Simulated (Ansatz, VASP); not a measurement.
**P: VASP beside Ansatz**

```
CELL_PARAMETERS angstrom
-2.44648 2.44379 -0.00222
0.14187 0.13902 5.09819
5.22623 5.23026 0.26292
ATOMIC_POSITIONS crystal
P 0.87511 0.47880 0.29068
P 0.87508 0.47879 0.79069
P 0.37489 0.52131 0.08440
P 0.37496 0.52134 0.58442
P 0.87490 0.02122 0.33430
P 0.87489 0.02125 0.83428
P 0.37505 0.97865 0.04060
P 0.37512 0.97863 0.54063
```

Change from the starting cell: cell x2, atoms moved at random (sigma 0.05 Å) and cell strained at random (1.5 %), then relaxed without symmetry.

Alike in both runs: functional PBE; k mesh 6 × 4 × 4; occupations gaussian, width 0.2 eV; no spin polarisation.

Ansatz relaxed the structure, and its values are those at the end. VASP's run is a single point on that final structure, the one shown.

|  | VASP | Ansatz |
| --- | --- | --- |
| version | VASP 6.6.1 | Ansatz 0.2.0 |
| potentials or method | VASP PAW PBE potentials, release 64 (P), cutoff 520 eV | scalar-relativistic, plane waves, PAW |
| valence electrons in the cell | 40 | 40 |

```csv
,VASP,Ansatz,Ansatz less VASP
gap on the k mesh at the Fermi level (eV),none,none,-
pressure (GPa),-0.2,0.1,+0.26
rms of the force components (eV/Å),0.027,0.002,-0.0257
```

A gap of «none» marks a metal or a gap that the smearing closes. The functional is the same, so the differences come from potentials, cutoffs and numerics.
